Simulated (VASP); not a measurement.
# Ti (Fm-3m) in VASP: notebook

Runs on Ti. Level: PBE. Tasks: single point.

Program: VASP 6.6.1. These are calculated values, not measurements. Logs are shortened: lines on timing, memory, paths and dates and some standing lists are left out, and cuts for length are marked.

### 1 The cell of the first run

It takes space group Fm-3m (No. 225, cubic). The conventional cell has a = 4.115 Å, b = 4.115 Å, c = 4.115 Å, α = 90.00°, β = 90.00°, γ = 90.00°. Ti (site symmetry m-3m) has 12 Ti at 2.91 Å within 3.8 Å.

### 2 Single point, PBE

INCAR reads:

```
ALGO     = Normal         # electronic algorithm
EDIFF    = 1E-6           # SCF threshold, eV
ENCUT    = 520            # plane-wave cutoff, eV
GGA      = PE             # functional
ISIF     = 2              # what is computed and relaxed
ISMEAR   = -1             # smearing method
LASPH    = T              # aspherical terms in the spheres
LCHARG   = T              # write CHGCAR
LELF     = T              # ELF
LREAL    = F              # projectors in reciprocal space
LVHAR    = T            
LWAVE    = F              # write WAVECAR
NBANDS   = 12             # bands
NELM     = 100            # most SCF steps
PREC     = Accurate       # precision mode
SIGMA    = 0.1            # smearing width, eV
```

KPOINTS reads:

```
k-points
0
Gamma
  22 22 22
```

POSCAR reads:

```
Ti
1.0
    0.0000000000      2.0576788721      2.0576788721
    2.0576788721      0.0000000000      2.0576788721
    2.0576788721      2.0576788721      0.0000000000
Ti
1
Direct
    0.0000000000      0.0000000000      0.0000000000
```

Potentials or basis: VASP PAW PBE potentials, release 64 (Ti_sv).

On the command line:

```sh
cat potpaw_PBE.64/Ti_sv/POTCAR > POTCAR
mpirun -np 1 vasp_std > vasp.out
```

OUTCAR:

```text
EDIFF = 1E-6
   ENCUT = 520
   GGA = PE
   ISIF = 2
   ISMEAR = -1
   LASPH = T
   LREAL = F
   NELM = 100
   PREC = Accurate

 ion  position               nearest neighbor table
   1  0.000  0.000  0.000-

  LATTYP: Found a face centered cubic cell.
 ALAT       =     4.1153577442

  Lattice vectors:

 A1 = (   0.0000000000,   2.0576788721,   2.0576788721)
 A2 = (   2.0576788721,   0.0000000000,   2.0576788721)
 A3 = (   2.0576788721,   2.0576788721,   0.0000000000)

Analysis of symmetry for initial positions (statically):
=====================================================================
 Subroutine PRICEL returns:
 Original cell was already a primitive cell.

 Routine SETGRP: Setting up the symmetry group for a
 face centered cubic supercell.

 Subroutine GETGRP returns: Found 48 space group operations
 (whereof 48 operations were pure point group operations)
 out of a pool of 48 trial point group operations.

The static configuration has the point symmetry O_h .

Analysis of symmetry for dynamics (positions and initial velocities):
=====================================================================
 Subroutine PRICEL returns:
 Original cell was already a primitive cell.

 Routine SETGRP: Setting up the symmetry group for a
 face centered cubic supercell.

 Subroutine GETGRP returns: Found 48 space group operations
 (whereof 48 operations were pure point group operations)
 out of a pool of 48 trial point group operations.

The dynamic configuration has the point symmetry O_h .

 Subroutine INISYM returns: Found 48 space group operations
 (whereof 48 operations are pure point group operations),
 and found     1 'primitive' translations

----------------------------------------------------------------------------------------

                                     Primitive cell

  volume of cell :      17.4246

  direct lattice vectors                    reciprocal lattice vectors
     0.000000000  2.057678872  2.057678872    -0.242992241  0.242992241  0.242992241
     2.057678872  0.000000000  2.057678872     0.242992241 -0.242992241  0.242992241
     2.057678872  2.057678872  0.000000000     0.242992241  0.242992241 -0.242992241

  length of vectors
     2.909997368  2.909997368  2.909997368     0.420874907  0.420874907  0.420874907

  position of ions in fractional coordinates (direct lattice)
     0.000000000  0.000000000  0.000000000

  ion indices of the primitive-cell ions
   primitive index   ion index
                 1           1

----------------------------------------------------------------------------------------

 KPOINTS: k-points

Automatic generation of k-mesh.
 Grid dimensions read from file:
 generate k-points for:   22   22   22

 Generating k-lattice:

  Cartesian coordinates                     Fractional coordinates (reciprocal lattice)
    -0.011045102  0.011045102  0.011045102     0.045454545  0.000000000  0.000000000
     0.011045102 -0.011045102  0.011045102     0.000000000  0.045454545  0.000000000
     0.011045102  0.011045102 -0.011045102     0.000000000  0.000000000  0.045454545

  Length of vectors
     0.019130678  0.019130678  0.019130678

  Shift w.r.t. Gamma in fractional coordinates (k-lattice)
     0.000000000  0.000000000  0.000000000

 Subroutine IBZKPT returns following result:
 ===========================================

 Found    328 irreducible k-points:

 Following reciprocal coordinates:
            Coordinates               Weight
  0.000000  0.000000  0.000000      1.000000
  0.045455  0.000000  0.000000      8.000000
  0.090909  0.000000  0.000000      8.000000
  0.136364  0.000000  0.000000      8.000000
  0.181818  0.000000  0.000000      8.000000
  0.227273  0.000000  0.000000      8.000000
[... 16 lines left out ...]
  0.500000  0.045455  0.000000     24.000000
 -0.454545  0.045455  0.000000     24.000000
 [... further k-points ...]
   k-points           NKPTS =    328   k-points in BZ     NKDIM =    328   number of bands    NBANDS=     12
   number of dos      NEDOS =    301   number of ions     NIONS =      1
   total plane-waves  NPLWV =  13824
   dimension x,y,z NGX =    24 NGY =   24 NGZ =   24
   dimension x,y,z NGXF=    48 NGYF=   48 NGZF=   48
   ions per type =               1
   NGX,Y,Z   is equivalent  to a cutoff of  13.71, 13.71, 13.71 a.u.
   NGXF,Y,Z  is equivalent  to a cutoff of  27.42, 27.42, 27.42 a.u.
 SYSTEM =  unknown system
   PREC   = accura    normal or accurate (medium, high low for compatibility)
   ISTART =      0    job   : 0-new  1-cont  2-samecut
   ICHARG =      2    charge: 1-file 2-atom 10-const
   ISPIN  =      1    spin polarized calculation?
   LNONCOLLINEAR =      F non collinear calculations
   LSORBIT =      F    spin-orbit coupling
   LASPH  =      T    aspherical Exc in radial PAW
   ENCUT  =  520.0 eV  38.22 Ry    6.18 a.u.   5.41  5.41  5.41*2*pi/ulx,y,z
   NELM   =    100;   NELMIN=  2; NELMDL= -5     # of ELM steps
   EDIFF  = 0.1E-05   stopping-criterion for ELM
   LREAL  =      F    real-space projection
   EDIFFG = 0.1E-04   stopping-criterion for IOM
   NSW    =      0    number of steps for IOM
   IBRION =     -1    ionic relax: 0-MD 1-quasi-New 2-CG
   NFREE  =      0    steps in history (QN), initial steepest desc. (CG)
   ISIF   =      2    stress and relaxation
   ISYM   =      2    0-nonsym 1-usesym 2-fastsym
   POTIM  = 0.5000    time-step for ionic-motion
   TEBEG  =    0.0;   TEEND  =   0.0 temperature during run
   PSTRESS=    0.0 pullay stress
   NELECT =      12.0000    total number of electrons
   NUPDOWN=      -1.0000    fix difference up-down
   EMIN   =  10.00;   EMAX   =-10.00  energy-range for DOS
   EFERMI =   0.00;   METHOD = LEGACY
   ISMEAR =    -1;   SIGMA  =   0.10  broadening in eV -4-tet -1-fermi 0-gaus
   EFERMI_NEDOS =   21; number of points for ismear=-14 and -15
   IALGO  =     38    algorithm
   IMIX   =      4    mixing-type and parameters
     AMIX     =   0.40;   BMIX     =  1.00
     AMIX_MAG =   1.60;   BMIX_MAG =  1.00
  volume/ion in A,a.u.               =      17.42       117.59
  Fermi-wavevector in a.u.,A,eV,Ry     =   1.445709  2.731994 28.437203  2.090075
  Thomas-Fermi vector in A             =   2.563860
   LORBIT       =      0    0 simple, 1 ext, 2 COOP (PROOUT), +10 PAW based schemes
   GGA     = PE    functional components
   LHFCALC =     F    Hartree Fock is set to
   AEXX    =    0.0000 exact exchange contribution
   IVDW    =     0    specifies the selected vdW correction
   LEPSILON=     F    determine dielectric tensor
   LRPA    =     F    only Hartree local field effects (RPA)
 non-spin polarized calculation
  energy-cutoff  :      520.00
  volume of cell :       17.42
 maximum number of plane-waves:       495
 NGX is ok and might be reduce to    24
   NGX = 11   NGY = 11   NGZ = 11

 number of electron      12.0000002 magnetization

 Free energy of the ion-electron system (eV)
  ---------------------------------------------------
  ext. energy  EPLUGINS =         0.00000000
  ---------------------------------------------------
  free energy    TOTEN  =        -7.80635789 eV

  energy without entropy =       -7.74943000  energy(sigma->0) =       -7.77789394

 E-fermi :   8.1883     XC(G=0): -11.4830

 val. band max:        8.1841522171   @ k =  -0.4545   0.3182   0.1364
 cond. band min:       8.1885877672   @ k =  -0.3636   0.0909   0.0000
 fundamental gap:      0.0044355501
 Fermi energy:         8.1883221217

 k-point     1 :       0.0000    0.0000    0.0000
  band No.  band energies     occupation
      1     -48.5248      2.00000
      2     -24.3880      2.00000
      3     -24.3880      2.00000
      4     -24.3880      2.00000
      5       2.0970      2.00000
      6       9.0622      0.00032
      7       9.0622      0.00032
      8       9.0622      0.00032
      9      10.6860      0.00000
     10      10.6860      0.00000
     11      23.4141      0.00000
     12      27.8737      0.00000

 k-point     2 :       0.0455    0.0000    0.0000
  band No.  band energies     occupation
      1     -48.5224      2.00000
      2     -24.4019      2.00000
      3     -24.3897      2.00000
      4     -24.3897      2.00000
      5       2.1639      2.00000
      6       9.0204      0.00049
      7       9.0867      0.00025
      8       9.0867      0.00025
      9      10.6698      0.00000
     10      10.6698      0.00000
     11      23.4702      0.00000
     12      27.2803      0.00000

 k-point     3 :       0.0909    0.0000    0.0000
  band No.  band energies     occupation
      1     -48.5154      2.00000
      2     -24.4423      2.00000
      3     -24.3949      2.00000
      4     -24.3949      2.00000
      5       2.3618      2.00000
      6       8.9028      0.00158
      7       9.1541      0.00013
      8       9.1541      0.00013
      9      10.6292      0.00000
     10      10.6292      0.00000
     11      23.5953      0.00000
     12      26.1092      0.00000

 k-point     4 :       0.1364    0.0000    0.0000
  band No.  band energies     occupation
      1     -48.5043      2.00000
      2     -24.5055      2.00000
      3     -24.4028      2.00000
      4     -24.4028      2.00000
      5       2.6815      2.00000
      6       8.7302      0.00883
      7       9.2435      0.00005
      8       9.2435      0.00005
      9      10.5890      0.00000
     10      10.5890      0.00000
     11      23.5827      0.00000
     12      24.9830      0.00000

 k-point     5 :       0.1818    0.0000    0.0000
  band No.  band energies     occupation
      1     -48.4900      2.00000
      2     -24.5861      2.00000
      3     -24.4130      2.00000
      4     -24.4130      2.00000
      5       3.1066      2.00000
      6       8.5325      0.06202
      7       9.3174      0.00002
      8       9.3174      0.00002
      9      10.5910      0.00000
     10      10.5910      0.00000
     11      22.8778      0.00000
     12      24.4677      0.00000
[... 228 lines left out ...]
      1     -48.4163      2.00000
      2     -24.9767      2.00000
      3     -24.4716      2.00000
      4     -24.4678      2.00000
      5       5.3807      2.00000
      6       8.3214      0.41813
      7       9.0011      0.00059
      8       9.0955      0.00023
      9      11.4666      0.00000
     10      11.5898      0.00000
     11      17.4930      0.00000
     12      23.0476      0.00000

 k-point    22 :       0.4545    0.0455    0.0000
  band No.  band energies     occupation
      1     -48.4077      2.00000
      2     -25.0215      2.00000
      3     -24.4761      2.00000
      4     -24.4755      2.00000
      5       5.5780      2.00000
      6       8.5209      0.06938
      7       8.9717      0.00079
      8       9.0291      0.00045
      9      11.6989      0.00000
     10      11.7161      0.00000
     11      16.7261      0.00000
     12      22.8164      0.00000

 k-point    23 :       0.5000    0.0455    0.0000
  band No.  band energies     occupation
      1     -48.4037      2.00000
      2     -25.0425      2.00000
      3     -24.4814      2.00000
      4     -24.4760      2.00000
      5       5.6560      2.00000
      6       8.6296      0.02395
      7       8.9916      0.00065
      8       8.9938      0.00064
      9      11.7499      0.00000
     10      11.8440      0.00000
     11      16.3348      0.00000
     12      22.7055      0.00000

 k-point    24 :      -0.4545    0.0455    0.0000
  band No.  band energies     occupation
      1     -48.4045      2.00000
      2     -25.0382      2.00000
      3     -24.4832      2.00000
      4     -24.4730      2.00000
      5       5.6414      2.00000
      6       8.6157      0.02748
      7       8.9845      0.00070
      8       8.9947      0.00063
      9      11.6818      0.00000
     10      11.8729      0.00000
     11      16.4168      0.00000
     12      22.7242      0.00000

 [... further k-points ...]
[... 5 lines left out ...]
  --------------------------------------------------------------------------------------
  -------------------------------------------------------------------------------------
  Total       -0.0271254     -0.0271254     -0.0271254      0.0000000     -0.0000000      0.0000000
  in kB       -2.4941622     -2.4941622     -2.4941622      0.0000000     -0.0000000      0.0000000
  external PRESSURE =      -2.4941622 kB  Pullay stress =       0.0000000 kB

 VOLUME and BASIS-vectors are now :
 -----------------------------------------------------------------------------
  energy-cutoff  :      520.00
  volume of cell :       17.42
      direct lattice vectors                 reciprocal lattice vectors
     0.000000000  2.057678872  2.057678872    -0.242992241  0.242992241  0.242992241
     2.057678872  0.000000000  2.057678872     0.242992241 -0.242992241  0.242992241
     2.057678872  2.057678872  0.000000000     0.242992241  0.242992241 -0.242992241

 POSITION                                       TOTAL-FORCE (eV/Angst)
 -----------------------------------------------------------------------------------
      0.00000      0.00000      0.00000        -0.000000      0.000000      0.000000
 -----------------------------------------------------------------------------------
    total drift:                                0.000000      0.000000     -0.000000

  FREE ENERGIE OF THE ION-ELECTRON SYSTEM (eV)
  ---------------------------------------------------
  free  energy   TOTEN  =        -7.8063578854 eV

  energy  without entropy=       -7.7494300006  energy(sigma->0) =       -7.77789394
```

Run time: 27 s. Hardware: 1 thread of Intel Xeon 6975P-C (Granite Rapids), shared host; peak memory 0.19 GiB.

Results:

* Free energy: -7.8064 eV
* Pressure: -0.2 GPa
* Band gap on the k mesh: zero (band 6 reaches 9.06 eV, above the bottom of band 7 at 7.69 eV)

### 3 Single point, PBE (volume scaled by 1.04)

INCAR reads:

```
SYSTEM = Ti
ALGO = Normal ; EDIFF = 1E-6
ENCUT = 520 ; GGA = PE
ISIF = 2 ; ISMEAR = -1
LASPH = .TRUE. ; LCHARG = .FALSE.
LREAL = .FALSE. ; LWAVE = .FALSE.
NBANDS = 12 ; NELM = 80
PREC = Accurate ; SIGMA = 0.1
```

KPOINTS reads:

```
k-points
0
G
  22 22 22
  0 0 0
```

POSCAR reads:

```
Ti
1.0
    0.0000000000      2.0847566993      2.0847566993
    2.0847566993      0.0000000000      2.0847566993
    2.0847566993      2.0847566993      0.0000000000
Ti
1
Direct
    0.0000000000      0.0000000000      0.0000000000
```

Potentials or basis: VASP PAW PBE potentials, release 64 (Ti_sv).

On the command line:

```sh
cat potpaw_PBE.64/Ti_sv/POTCAR > POTCAR
mpirun -np 1 vasp_std > vasp.out
```

It took 26 s on 1 thread of Intel Xeon 6975P-C (Granite Rapids), shared host; peak memory 0.19 GiB.

Results (log left out):

| Property | Result |
| --- | --- |
| Free energy | -7.7969 eV |
| Pressure | -4.1 GPa |
| Band gap on the k mesh | zero (band 6 reaches 8.63 eV, above the bottom of band 7 at 7.31 eV) |

Levels at points of the mesh, in eV from the Fermi level:
| k point | band 2 | band 3 | band 4 | band 5 | band 6 | band 7 | band 8 | band 9 | band 10 | band 11 |
| --- | --- | --- | --- | --- | --- | --- | --- | --- | --- | --- |
| (0.00, 0.00, 0.00) | -32.69 | -32.69 | -32.69 | -5.99 | 0.85 | 0.85 | 0.85 | 2.39 | 2.39 | 15.01 |
| (0.50, 0.00, 0.00) | -33.27 | -32.76 | -32.76 | -2.49 | 0.54 | 0.75 | 0.75 | 3.39 | 3.39 | 7.73 |
| (0.50, 0.50, 0.00) | -33.23 | -32.89 | -32.89 | -2.43 | -1.60 | 2.66 | 3.39 | 3.65 | 3.65 | 10.05 |

### 4 Single point, PBE (volume scaled by 1.08)

INCAR reads:

```
SYSTEM = Ti
PREC = Accurate
ENCUT = 520
EDIFF = 1E-6
ISMEAR = -1
SIGMA = 0.1
LREAL = .FALSE.
LASPH = .TRUE.
NELM = 100
ALGO = Normal
ISIF = 2
LWAVE = .FALSE.
LCHARG = .FALSE.
GGA = PE
NBANDS = 12
```

KPOINTS reads:

```
Automatic mesh
0
G
  22 22 22
  0 0 0
```

POSCAR reads:

```
Ti
1.0
    0.0000000000      2.1111488264      2.1111488264
    2.1111488264      0.0000000000      2.1111488264
    2.1111488264      2.1111488264      0.0000000000
Ti
1
Direct
    0.0000000000      0.0000000000      0.0000000000
```

On the command line:

```sh
cat potpaw_PBE.64/Ti_sv/POTCAR > POTCAR
mpirun -np 1 vasp_std > vasp.out
```

Wall time 31 s (1 thread of Intel Xeon 6975P-C (Granite Rapids), shared host); peak memory 0.19 GiB.

The run converged. Its results:

- Free energy: -7.7720 eV
- Pressure: -7.3 GPa
- Band gap on the k mesh: zero (band 6 reaches 8.22 eV, above the bottom of band 7 at 6.96 eV)

Levels at points of the mesh, in eV from the Fermi level:
```tsv
k point	band 4	band 5	band 6	band 7	band 8	band 9
(0.00, 0.00, 0.00)	-32.79	-5.90	0.82	0.82	0.82	2.28
(0.50, 0.00, 0.00)	-32.86	-2.41	0.46	0.73	0.73	3.23
(0.50, 0.50, 0.00)	-32.97	-2.31	-1.50	2.51	3.23	3.47
```

### 5 Single point, PBE (volume scaled by 1.12)

INCAR reads:

```
ALGO = Normal
EDIFF = 1E-7
ENCUT = 520
GGA = PE
ISIF = 2
ISMEAR = -1
LASPH = True
LCHARG = False
LREAL = False
LWAVE = False
NBANDS = 12
NELM = 100
PREC = Accurate
SIGMA = 0.1
```

KPOINTS reads:

```
k-points
0
Gamma
  22 22 22
```

POSCAR reads:

```
Ti
1.0
    0.0000000000      2.1368970814      2.1368970814
    2.1368970814      0.0000000000      2.1368970814
    2.1368970814      2.1368970814      0.0000000000
Ti
1
Direct
    0.0000000000      0.0000000000      0.0000000000
```

On the command line:

```sh
cat potpaw_PBE.64/Ti_sv/POTCAR > POTCAR
mpirun -np 1 vasp_std > vasp.out
```

Run time: 26 s. Hardware: 1 thread of Intel Xeon 6975P-C (Granite Rapids), shared host; peak memory 0.19 GiB.

It converged, with:

```yaml
Free_energy: -7.7343 eV
Pressure: -10.0 GPa
Band_gap_on_the_k_mesh: zero (band 6 reaches 7.84 eV, above the bottom of band 7 at 6.63 eV)
```

Levels at points of the mesh, in eV from the Fermi level:
```csv
k point,band 3,band 4,band 5,band 6,band 7,band 8,band 9,band 10
"(0.00, 0.00, 0.00)",-32.89,-32.89,-5.80,0.79,0.79,0.79,2.18,2.18
"(0.50, 0.00, 0.00)",-32.95,-32.95,-2.34,0.40,0.71,0.71,3.08,3.08
"(0.50, 0.50, 0.00)",-33.05,-33.05,-2.20,-1.42,2.38,3.08,3.31,3.31
```

### 6 The runs side by side

| cell | gap on the mesh (eV) | pressure (GPa) |
| --- | --- | --- |
| a = 2.910 Å, angles 60.0°, 1 atom | none | -0.2 |
| a = 2.948 Å, angles 60.0°, 1 atom | none | -4.1 |
| a = 2.986 Å, angles 60.0°, 1 atom | none | -7.3 |
| a = 3.022 Å, angles 60.0°, 1 atom | none | -10.0 |

Alike in all rows: task single point; level PBE; potentials or basis VASP PAW PBE potentials, release 64 (Ti_sv); no spin polarisation; k mesh 22 × 22 × 22; cutoff (eV) 520; smearing fermi-dirac 0.1 eV.

Total energies depend on the potentials used, so only differences within one code and one set of settings carry meaning.
